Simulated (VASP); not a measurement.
Here is a VASP 6.6.1 calculation.

INCAR

```
SYSTEM = Tl
ALGO = Normal
EDIFF = 1E-7
ENCUT = 520
ISIF = 2
ISMEAR = -1
LASPH = .TRUE.
LCHARG = .FALSE.
LREAL = .FALSE.
LWAVE = .FALSE.
NBANDS = 20
NELM = 100
PREC = Accurate
SIGMA = 0.1
```

KPOINTS

```
k-points
0
G
  17 17 10
  0 0 0
```

File POSCAR:

```
Tl
1.0
    3.5323529971      0.0000000000      0.0000000000
   -1.7661764985      3.0591074306      0.0000000000
    0.0000000000      0.0000000000      5.6525533273
Tl
2
Direct
    0.3333333333      0.6666666667      0.2500000000
    0.6666666667      0.3333333333      0.7500000000
```

Potentials or basis: VASP PAW LDA potentials, release 64 (Tl_d).

Run with:

```sh
$ cat potpaw_LDA.64/Tl_d/POTCAR > POTCAR
$ mpirun -np 1 vasp_std > vasp.out
```

(1) What does it give for the band gap on the k mesh?

(2) Estimate the pressure.

Answers

(1) zero (bands 13 and 14 overlap by 5.24 eV).

(2) -3.5 GPa.

Caveat: the cell stands under tension; spin-orbit coupling is left out, which moves the levels of the heavy elements.
